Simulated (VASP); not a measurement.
# InGaAs2 (P-4m2) in VASP: further runs

The runs below take InGaAs2 through single point, with r2SCAN.

All numbers are computed with VASP 6.6.1; they aren't measurements. Logs are shortened: lines on timing, memory, paths and dates and some standing lists are left out, and cuts for length are marked.

## Step 1: The cell of the first run

Symmetry: P-4m2, No. 115, tetragonal system. Conventional cell: a = 4.139 Å, b = 4.139 Å, c = 5.982 Å, α = 90.00°, β = 90.00°, γ = 90.00°. In (site symmetry -4m2) has 4 As at 2.62 Å within 3.5 Å. Ga (site symmetry -4m2) has 4 As at 2.49 Å within 3.3 Å. As (site symmetry 2mm) has 2 Ga at 2.49 Å and 2 In at 2.62 Å within 3.3 Å.

## Step 2: Single point, r2SCAN (uniaxial strain along c: +1.0 %, then relaxed in part)

POSCAR reads:

```
InGaAs2
1.0
    4.1387167998      0.0000000000      0.0000000000
    0.0000000000      4.1387167998      0.0000000000
    0.0000000000      0.0000000000      5.9815256531
In Ga As
1 1 2
Direct
    0.0000000000      0.0000000000      0.5000000000
    0.5000000000      0.5000000000      0.0000000000
    0.5000000000      0.0000000000      0.7698635068
    0.0000000000      0.5000000000      0.2301364932
```

INCAR.step1 reads:

```
SYSTEM = InGaAs2
  ALGO = Normal
  EDIFF = 1E-4
  ENCUT = 520
  GGA = PE
  ISMEAR = 0
  LASPH = .True.
  LCHARG = .False.
  LREAL = .False.
  LWAVE = .True.
  NBANDS = 26
  NELM = 60
  PREC = Accurate
  SIGMA = 0.01
```

INCAR.step2 reads:

```
SYSTEM = InGaAs2
  ALGO = Normal
  EDIFF = 1E-7
  ENCUT = 520
  ISIF = 2
  ISMEAR = 0
  ISTART = 1
  LASPH = .True.
  LCHARG = .True.
  LELF = .True.
  LMIXTAU = .True.
  LREAL = .False.
  LVHAR = .True.
  LWAVE = .False.
  METAGGA = R2SCAN
  NBANDS = 26
  NELM = 60
  PREC = Accurate
  SIGMA = 0.01
```

KPOINTS reads:

```
k-points
0
Gamma
  8 8 6
  0 0 0
```

Potentials or basis: VASP PAW PBE potentials, release 64 (In_d, Ga_d, As).

The run is started by

```bash
$ cat potpaw_PBE.64/In_d/POTCAR potpaw_PBE.64/Ga_d/POTCAR potpaw_PBE.64/As/POTCAR > POTCAR
$ cp INCAR.step1 INCAR
$ mpirun -np 1 vasp_std > vasp.out
$ cp INCAR.step2 INCAR
$ mpirun -np 1 vasp_std > vasp.out
```

OUTCAR:

```text
SYSTEM = InGaAs2
   EDIFF = 1E-7
   ENCUT = 520
   ISIF = 2
   ISMEAR = 0
   ISTART = 1
   LASPH = .True.
   LREAL = .False.
   METAGGA = R2SCAN
   NELM = 60
   PREC = Accurate

 ion  position               nearest neighbor table
   1  0.000  0.000  0.500-   3 2.62   4 2.62   4 2.62   3 2.62
   2  0.500  0.500  0.000-   3 2.49   4 2.49   3 2.49   4 2.49
   3  0.500  0.000  0.770-   2 2.49   2 2.49   1 2.62   1 2.62
   4  0.000  0.500  0.230-   2 2.49   2 2.49   1 2.62   1 2.62

  LATTYP: Found a simple tetragonal cell.
 ALAT       =     4.1387167998
 C/A-ratio  =     1.4452609208

  Lattice vectors:

 A1 = (   4.1387167998,   0.0000000000,   0.0000000000)
 A2 = (   0.0000000000,   4.1387167998,   0.0000000000)
 A3 = (   0.0000000000,   0.0000000000,   5.9815256531)

Analysis of symmetry for initial positions (statically):
=====================================================================
 Subroutine PRICEL returns:
 Original cell was already a primitive cell.

 Routine SETGRP: Setting up the symmetry group for a
 simple tetragonal supercell.

 Subroutine GETGRP returns: Found  8 space group operations
 (whereof  8 operations were pure point group operations)
 out of a pool of 16 trial point group operations.

The static configuration has the point symmetry D_2d.

Analysis of symmetry for dynamics (positions and initial velocities):
=====================================================================
 Subroutine PRICEL returns:
 Original cell was already a primitive cell.

 Routine SETGRP: Setting up the symmetry group for a
 simple tetragonal supercell.

 Subroutine GETGRP returns: Found  8 space group operations
 (whereof  8 operations were pure point group operations)
 out of a pool of 16 trial point group operations.

The dynamic configuration has the point symmetry D_2d.

 Subroutine INISYM returns: Found  8 space group operations
 (whereof  8 operations are pure point group operations),
 and found     1 'primitive' translations

----------------------------------------------------------------------------------------

                                     Primitive cell

  volume of cell :     102.4574

  direct lattice vectors                    reciprocal lattice vectors
     4.138716800  0.000000000  0.000000000     0.241620785  0.000000000  0.000000000
     0.000000000  4.138716800  0.000000000     0.000000000  0.241620785  0.000000000
     0.000000000  0.000000000  5.981525653     0.000000000  0.000000000  0.167181428

  length of vectors
     4.138716800  4.138716800  5.981525653     0.241620785  0.241620785  0.167181428

  position of ions in fractional coordinates (direct lattice)
     0.000000000  0.000000000  0.500000000
     0.500000000  0.500000000  0.000000000
     0.500000000  0.000000000  0.769863507
     0.000000000  0.500000000  0.230136493

  ion indices of the primitive-cell ions
   primitive index   ion index
                 1           1
                 2           2
                 3           3
                 4           4

----------------------------------------------------------------------------------------

 KPOINTS: k-points

Automatic generation of k-mesh.
 Grid dimensions read from file:
 generate k-points for:    8    8    6

 Generating k-lattice:

  Cartesian coordinates                     Fractional coordinates (reciprocal lattice)
     0.030202598  0.000000000  0.000000000     0.125000000  0.000000000  0.000000000
     0.000000000  0.030202598  0.000000000     0.000000000  0.125000000  0.000000000
     0.000000000  0.000000000  0.027863571     0.000000000  0.000000000  0.166666667

  Length of vectors
     0.030202598  0.030202598  0.027863571

  Shift w.r.t. Gamma in fractional coordinates (k-lattice)
     0.000000000  0.000000000  0.000000000

 Subroutine IBZKPT returns following result:
 ===========================================

 Found     60 irreducible k-points:

 Following reciprocal coordinates:
            Coordinates               Weight
  0.000000  0.000000  0.000000      1.000000
  0.125000  0.000000  0.000000      4.000000
  0.250000  0.000000  0.000000      4.000000
  0.375000  0.000000  0.000000      4.000000
  0.500000  0.000000  0.000000      2.000000
  0.125000  0.125000  0.000000      4.000000
[... 16 lines left out ...]
  0.375000  0.125000  0.166667     16.000000
  0.500000  0.125000  0.166667      8.000000
 [... further k-points ...]
   k-points           NKPTS =     60   k-points in BZ     NKDIM =     60   number of bands    NBANDS=     26
   number of dos      NEDOS =    301   number of ions     NIONS =      4
   total plane-waves  NPLWV =  49152
   dimension x,y,z NGX =    32 NGY =   32 NGZ =   48
   dimension x,y,z NGXF=    64 NGYF=   64 NGZF=   96
   ions per type =               1   1   2
   NGX,Y,Z   is equivalent  to a cutoff of  12.85, 12.85, 13.34 a.u.
   NGXF,Y,Z  is equivalent  to a cutoff of  25.71, 25.71, 26.68 a.u.
 SYSTEM =  InGaAs2
   PREC   = accura    normal or accurate (medium, high low for compatibility)
   ISTART =      1    job   : 0-new  1-cont  2-samecut
   ICHARG =      0    charge: 1-file 2-atom 10-const
   ISPIN  =      1    spin polarized calculation?
   LNONCOLLINEAR =      F non collinear calculations
   LSORBIT =      F    spin-orbit coupling
   LASPH  =      T    aspherical Exc in radial PAW
   ENCUT  =  520.0 eV  38.22 Ry    6.18 a.u.   7.70  7.70 11.12*2*pi/ulx,y,z
   NELM   =     60;   NELMIN=  2; NELMDL=  0     # of ELM steps
   EDIFF  = 0.1E-06   stopping-criterion for ELM
   LREAL  =      F    real-space projection
   EDIFFG = 0.1E-05   stopping-criterion for IOM
   NSW    =      0    number of steps for IOM
   IBRION =     -1    ionic relax: 0-MD 1-quasi-New 2-CG
   NFREE  =      0    steps in history (QN), initial steepest desc. (CG)
   ISIF   =      2    stress and relaxation
   ISYM   =      2    0-nonsym 1-usesym 2-fastsym
   POTIM  = 0.5000    time-step for ionic-motion
   TEBEG  =    0.0;   TEEND  =   0.0 temperature during run
   PSTRESS=    0.0 pullay stress
   NELECT =      36.0000    total number of electrons
   NUPDOWN=      -1.0000    fix difference up-down
   EMIN   =  10.00;   EMAX   =-10.00  energy-range for DOS
   EFERMI =   0.00;   METHOD = LEGACY
   ISMEAR =     0;   SIGMA  =   0.01  broadening in eV -4-tet -1-fermi 0-gaus
   EFERMI_NEDOS =   21; number of points for ismear=-14 and -15
   IALGO  =     38    algorithm
   IMIX   =      4    mixing-type and parameters
     AMIX     =   0.40;   BMIX     =  1.00
     AMIX_MAG =   1.60;   BMIX_MAG =  1.00
  volume/ion in A,a.u.               =      25.61       172.85
  Fermi-wavevector in a.u.,A,eV,Ry     =   1.155211  2.183032 18.157135  1.334512
  Thomas-Fermi vector in A             =   2.291841
   LORBIT       =      0    0 simple, 1 ext, 2 COOP (PROOUT), +10 PAW based schemes
   METAGGA = R2SCAN    functional components
   LHFCALC =     F    Hartree Fock is set to
   AEXX    =    0.0000 exact exchange contribution
   IVDW    =     0    specifies the selected vdW correction
   LEPSILON=     F    determine dielectric tensor
   LRPA    =     F    only Hartree local field effects (RPA)
 non-spin polarized calculation
 Gauss-broadening in eV      SIGMA  =   0.01
  energy-cutoff  :      520.00
  volume of cell :      102.46
 maximum number of plane-waves:      2772
 NGX is ok and might be reduce to    32
   NGX = 15   NGY = 15   NGZ = 23

 number of electron      35.9999989 magnetization

 Free energy of the ion-electron system (eV)
  ---------------------------------------------------
  ext. energy  EPLUGINS =         0.00000000
  ---------------------------------------------------
  free energy    TOTEN  =       -65.01884565 eV

  energy without entropy =      -65.01884565  energy(sigma->0) =      -65.01884565

 E-fermi :   4.0086     XC(G=0):  -9.8441

 val. band max:        3.8978118434   @ k =   0.0000   0.0000   0.0000
 cond. band min:       4.1418925513   @ k =   0.0000   0.0000   0.0000
 fundamental gap:      0.2440807080
 Fermi energy:         4.0085927574

 k-point     1 :       0.0000    0.0000    0.0000
  band No.  band energies     occupation
      1     -11.4770      2.00000
      2     -11.4009      2.00000
      3     -11.4009      2.00000
      4     -11.3592      2.00000
      5     -11.3279      2.00000
      6     -11.0787      2.00000
[... 18 lines left out ...]
     25      11.8193      0.00000
     26      13.5592      0.00000

 k-point     2 :       0.1250    0.0000    0.0000
  band No.  band energies     occupation
      1     -11.4741      2.00000
      2     -11.4063      2.00000
      3     -11.4004      2.00000
      4     -11.3576      2.00000
      5     -11.3290      2.00000
      6     -11.0720      2.00000
[... 18 lines left out ...]
     25      12.4500      0.00000
     26      12.8896      0.00000

 k-point     3 :       0.2500    0.0000    0.0000
  band No.  band energies     occupation
      1     -11.4673      2.00000
      2     -11.4189      2.00000
      3     -11.3993      2.00000
      4     -11.3539      2.00000
      5     -11.3316      2.00000
      6     -11.0586      2.00000
[... 18 lines left out ...]
     25      11.8679      0.00000
     26      11.9738      0.00000

 k-point     4 :       0.3750    0.0000    0.0000
  band No.  band energies     occupation
      1     -11.4606      2.00000
      2     -11.4315      2.00000
      3     -11.3982      2.00000
      4     -11.3502      2.00000
      5     -11.3342      2.00000
      6     -11.0532      2.00000
[... 18 lines left out ...]
     25      10.7856      0.00000
     26      11.0408      0.00000
[... 496 lines left out ...]
      1     -11.4652      2.00000
      2     -11.4235      2.00000
      3     -11.3980      2.00000
      4     -11.3530      2.00000
      5     -11.3330      2.00000
      6     -11.0574      2.00000
[... 18 lines left out ...]
     25      10.0003      0.00000
     26      11.9326      0.00000

 k-point    23 :       0.3750    0.1250    0.1667
  band No.  band energies     occupation
      1     -11.4608      2.00000
      2     -11.4354      2.00000
      3     -11.3963      2.00000
      4     -11.3497      2.00000
      5     -11.3359      2.00000
      6     -11.0513      2.00000
[... 18 lines left out ...]
     25      10.2259      0.00000
     26      11.7304      0.00000

 k-point    24 :       0.5000    0.1250    0.1667
  band No.  band energies     occupation
      1     -11.4591      2.00000
      2     -11.4403      2.00000
      3     -11.3955      2.00000
      4     -11.3483      2.00000
      5     -11.3370      2.00000
      6     -11.0528      2.00000
[... 18 lines left out ...]
     25      10.4931      0.00000
     26      10.9295      0.00000

 [... further k-points ...]

------------------------ aborting loop because EDIFF is reached ----------------------------------------

  FORCE on cell =-STRESS in cart. coord.  units (eV):
  Direction    XX          YY          ZZ          XY          YZ          ZX
  --------------------------------------------------------------------------------------
  -------------------------------------------------------------------------------------
  Total        0.0397852      0.0397852     -0.4336778      0.0000000      0.0000000      0.0000000
  in kB        0.6221412      0.6221412     -6.7816347      0.0000000      0.0000000      0.0000000
  external PRESSURE =      -1.8457841 kB  Pullay stress =       0.0000000 kB

 VOLUME and BASIS-vectors are now :
 -----------------------------------------------------------------------------
  energy-cutoff  :      520.00
  volume of cell :      102.46
      direct lattice vectors                 reciprocal lattice vectors
     4.138716800  0.000000000  0.000000000     0.241620785  0.000000000  0.000000000
     0.000000000  4.138716800  0.000000000     0.000000000  0.241620785  0.000000000
     0.000000000  0.000000000  5.981525653     0.000000000  0.000000000  0.167181428

 POSITION                                       TOTAL-FORCE (eV/Angst)
 -----------------------------------------------------------------------------------
      0.00000      0.00000      2.99076         0.000000      0.000000      0.000000
      2.06936      2.06936      0.00000         0.000000     -0.000000      0.000000
      2.06936      0.00000      4.60496         0.000000      0.000000     -0.006848
      0.00000      2.06936      1.37657         0.000000      0.000000      0.006848
 -----------------------------------------------------------------------------------
    total drift:                                0.000000     -0.000000     -0.000000

  FREE ENERGIE OF THE ION-ELECTRON SYSTEM (eV)
  ---------------------------------------------------
  free  energy   TOTEN  =       -65.0188456546 eV

  energy  without entropy=      -65.0188456546  energy(sigma->0) =      -65.01884565
```

Wall time 6.5 min (1 thread of Intel Xeon Platinum 8259CL at 2.50GHz (Skylake/Cascade Lake), shared host); peak memory 0.34 GiB.

What came out:

```yaml
Free_energy: -65.0188 eV
Pressure: -0.2 GPa
Largest_force: 0.007 eV/Å
Band_gap_on_the_k_mesh: 0.24 eV
```

Forces on the atoms (eV/Å):
```
In   0.000  0.000  0.000
Ga   0.000  0.000  0.000
As   0.000  0.000 -0.007
As   0.000  0.000  0.007
```

Caveat: the cell differs from its parent crystal (uniaxial strain along c: +1.0 %, then relaxed in part); semilocal functionals underestimate gaps, and a narrow one can read as zero; the PAW data sets were made with another functional, which shifts forces and pressure a little; spin-orbit coupling is left out, which moves the levels of the heavy elements.

[end of part 1 of 2]
